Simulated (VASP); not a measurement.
Write the native input for VASP 6.6.1 that does the following.

| Quantity | Value |
| --- | --- |
| Task | single point |
| Functional | PBE |
| Dispersion | D3(BJ) |
| Potentials or basis | VASP PAW PBE potentials, release 64 (H, C, W_sv) |
| Cutoff | 520 eV |
| k mesh | 2 × 2 × 1 |
| Occupations | fermi-dirac, width 0.05 eV |
| Spin | no spin polarisation |
| Dipole correction | no |
| Further INCAR settings | LREAL = Auto; ALGO = Normal; EDIFF = 1e-06; NBANDS = 57 |

The structure of H4WC16 lies in POSCAR:

```
H4WC16
1.0
    5.0487420000      0.0000000000      0.0000000000
    2.5243710000      4.3723390000      0.0000000000
    0.0000000000      0.0000000000     16.6764260000
H C W
4 16 1
Direct
    0.1666721879      0.1666613682      0.0599648870
    0.6666779319      0.1666613682      0.0599648870
    0.1666715721      0.6666683439      0.0599648870
    0.6666575092      0.6666683439      0.0599648870
    0.1666721879      0.1666613682      0.1259262626
    0.6666779319      0.1666613682      0.1259262626
    0.1666715721      0.6666683439      0.1259262626
    0.6666575092      0.6666683439      0.1259262626
   -0.1666613682      0.3333227364      0.1568261689
    0.3333443758      0.3333227364      0.1568261689
   -0.1666619840      0.8333297121      0.1568261689
    0.3333437600      0.8333297121      0.1568261689
   -0.1648389987      0.3206064306      0.2546408925
    0.3302428886      0.3091022906      0.2533756334
   -0.1545668342      0.8230834800      0.2469354045
    0.3347959108      0.8288012435      0.2566137373
    0.0151922254      0.0032476896      0.2788607103
    0.5267973490     -0.0383318860      0.2855947671
    0.0134110729      0.4708463822      0.2731220706
    0.5065899841      0.4778449247      0.2811753550
    0.6774152629      0.1304107481      0.3713385590
```

One way to write it, as run:

INCAR

```
PREC = Accurate
ENCUT = 520
EDIFF = 1E-6
ISMEAR = -1
SIGMA = 0.05
LREAL = Auto
LASPH = T
NELM = 60
ALGO = Normal
ISIF = 2
LWAVE = F
LCHARG = F
GGA = PE
IVDW = 12
NBANDS = 57
```

KPOINTS

```
regular mesh
0
Gamma
  2 2 1
```

Potentials or basis: VASP PAW PBE potentials, release 64 (H, C, W_sv).

Command:

```sh
$ cat potpaw_PBE.64/H/POTCAR potpaw_PBE.64/C/POTCAR potpaw_PBE.64/W_sv/POTCAR > POTCAR
$ mpirun -np 1 vasp_std > vasp.out
```

Results of the run:

```json
{
  "Largest force": "4.712 eV/Å",
  "Band gap on the k mesh": "0.14 eV",
  "Dispersion energy per atom": "-0.130 eV"
}
```

Caveat: the k points lie up to 0.72 Å⁻¹ apart; the atoms stand as in a frame of molecular dynamics; there is no dipole correction, which matters where the two faces differ; spin-orbit coupling is left out, which moves the levels of the heavy elements.

Run time: 3.9 min on 1 thread of Intel(R) Xeon(R) Platinum 8488C (Sapphire Rapids) (shared host), peak memory 0.46 GiB.
